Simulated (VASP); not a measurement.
Be: relaxation of shape and atoms at fixed volume with PBE

Crystal: Be.

```
CELL_PARAMETERS angstrom
2.33799 0.00000 0.00000
-1.16899 2.02476 0.00000
0.00000 0.00000 3.67479
ATOMIC_POSITIONS crystal
Be 0.33333 0.66667 0.25000
Be 0.66667 0.33333 0.75000
```

```json
{
 "Program": "VASP 6.6.1",
 "Task": "relaxation of shape and atoms at fixed volume",
 "Functional": "PBE",
 "Potentials or basis": "VASP PAW PBE potentials, release 64 (Be)",
 "Cutoff": "600 eV",
 "k mesh": "21 × 21 × 12",
 "Occupations": "gaussian, width 0.1 eV",
 "Spin": "no spin polarisation",
 "Dipole correction": "no",
 "Further INCAR settings": "ALGO = Normal; EDIFF = 1e-06; IBRION = 2; EDIFFG = -0.01; NSW = 50; ISIF = 4"
}
```

```json
{"Energy gained by relaxing": "0.0 meV/atom", "Ionic steps": "2", "Pressure after relaxing": "-9.9 GPa", "Band gap on the k mesh": "zero (bands 2 and 3 overlap by 1.99 eV)"}
```

Stress tensor (GPa, compression positive):
```
-9.81  0.00  0.00
 0.00 -9.81  0.00
 0.00  0.00 -9.99
```

Final structure:
```
CELL_PARAMETERS angstrom
2.33918 0.00000 0.00000
-1.16959 2.02579 0.00000
0.00000 0.00000 3.67104
ATOMIC_POSITIONS crystal
Be 0.33333 0.66667 0.25000
Be 0.66667 0.33333 0.75000
```

Levels at points of the mesh, in eV from the Fermi level:
```
           k point  band 1  band 2  band 3  band 4  band 5  band 6
(0.00, 0.00, 0.00)  -10.87   -4.12    0.83   14.73   14.73   17.41
(0.00, 0.00, 0.50)   -8.77   -8.77   10.00   10.00   16.26   16.26
```

Wall time 48 s on 1 thread of Oxide Virtual Turin-like Processor (shared host), peak memory 0.12 GiB.
